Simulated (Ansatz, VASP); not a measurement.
One calculation of NaF, two programs

```
Na F
1.0
     0.00000    2.32330    2.36396
     2.32330    0.00000    2.36396
     2.32330    2.32330    0.00000
Na F
1 1
Direct
  0.00000 0.00000 0.00000
  0.50000 0.50000 0.50000
```

Change from the starting cell: strain +0.0175 x Voigt [0, 0, 1, 0, 0, 0], atoms carried along.

Alike in both runs: task single point; functional PBE; k mesh 8 × 8 × 8; occupations gaussian, width 0.05 eV; no spin polarisation.

|  | VASP | Ansatz |
| --- | --- | --- |
| version | VASP 6.6.1 | Ansatz 0.2.0 |
| potentials or method | VASP PAW PBE potentials, release 64 (Na_pv, F), cutoff 520 eV | scalar-relativistic, plane waves, PAW |
| valence electrons in the cell | 14 | 16 |

|  | VASP | Ansatz | Ansatz less VASP |
| --- | --- | --- | --- |
| gap on the k mesh at the Fermi level (eV) | 6.16 | 6.18 | +0.016 |
| least direct gap on the mesh (eV) | 6.16 | 6.18 | +0.016 |
| pressure (GPa) | 0.7 | 0.9 | +0.15 |
| traceless stress, the component that is largest in VASP (GPa) | -0.87 | -0.84 | +0.027 |

VASP's potentials hold 14 valence electrons a cell and Ansatz's 16, so a difference there can come from the potentials and not from the codes.
